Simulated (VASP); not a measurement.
Wanted: the native input for a VASP 6.6.1 run.

```
Task                   : single point
Functional             : r2SCAN
Potentials or basis    : VASP PAW PBE potentials, release 64 (Ti_sv, Al)
Cutoff                 : 520 eV
k mesh                 : 7 × 7 × 7
Occupations            : fermi-dirac, width 0.05 eV
Spin                   : no spin polarisation
Dipole correction      : no
Further INCAR settings : ALGO = Normal; EDIFF = 1e-07; NBANDS = 18
```

TiAl3:

```
Ti Al
1.0
     4.03325    0.00000    0.00000
     0.00000    4.03325    0.00000
     0.00000    0.00000    4.03325
Ti Al
1 3
Direct
  0.00000 0.00000 0.00000
  0.00000 0.50000 0.50000
  0.50000 0.00000 0.50000
  0.50000 0.50000 0.00000
```

The input as run:

POSCAR

```
TiAl3
1.0
    4.0332531278      0.0000000000      0.0000000000
    0.0000000000      4.0332531278      0.0000000000
    0.0000000000      0.0000000000      4.0332531278
Ti Al
1 3
Direct
    0.0000000000      0.0000000000      0.0000000000
    0.0000000000      0.5000000000      0.5000000000
    0.5000000000      0.0000000000      0.5000000000
    0.5000000000      0.5000000000      0.0000000000
```

INCAR.step1

```
PREC     = Accurate       # precision mode
ENCUT    = 520            # plane-wave cutoff, eV
ISMEAR   = -1             # smearing method
SIGMA    = 0.05           # smearing width, eV
LREAL    = F              # projectors in reciprocal space
LASPH    = T              # aspherical terms in the spheres
NELM     = 100            # most SCF steps
NBANDS   = 18             # bands
GGA      = PE             # functional
ALGO     = Normal         # electronic algorithm
EDIFF    = 1E-4           # SCF threshold, eV
LWAVE    = T              # write WAVECAR
LCHARG   = F              # write CHGCAR
```

INCAR.step2

```
PREC     = Accurate       # precision mode
ENCUT    = 520            # plane-wave cutoff, eV
EDIFF    = 1E-7           # SCF threshold, eV
ISMEAR   = -1             # smearing method
SIGMA    = 0.05           # smearing width, eV
LREAL    = F              # projectors in reciprocal space
LASPH    = T              # aspherical terms in the spheres
NELM     = 100            # most SCF steps
ALGO     = Normal         # electronic algorithm
ISIF     = 2              # what is computed and relaxed
LWAVE    = F              # write WAVECAR
LCHARG   = F              # write CHGCAR
METAGGA  = R2SCAN         # meta-GGA
LMIXTAU  = T            
NBANDS   = 18             # bands
ISTART   = 1
```

KPOINTS

```
Automatic mesh
0
Gamma
  7 7 7
```

Potentials or basis: VASP PAW PBE potentials, release 64 (Ti_sv, Al).

The run is started by

```console
$ cat potpaw_PBE.64/Ti_sv/POTCAR potpaw_PBE.64/Al/POTCAR > POTCAR
$ cp INCAR.step1 INCAR
$ mpirun -np 1 vasp_std > vasp.out
$ cp INCAR.step2 INCAR
$ mpirun -np 1 vasp_std > vasp.out
```

It gave:

| Item | Value |
| --- | --- |
| Pressure | -6.1 GPa |
| Band gap on the k mesh | zero (an odd number of electrons rules out a gap without spin polarisation) |

Caveat: the cell stands under tension; the PAW data sets were made with another functional, which shifts forces and pressure a little.

It took 100 s on 1 thread of Intel Xeon 8259CL (shared host), peak memory 0.18 GiB.
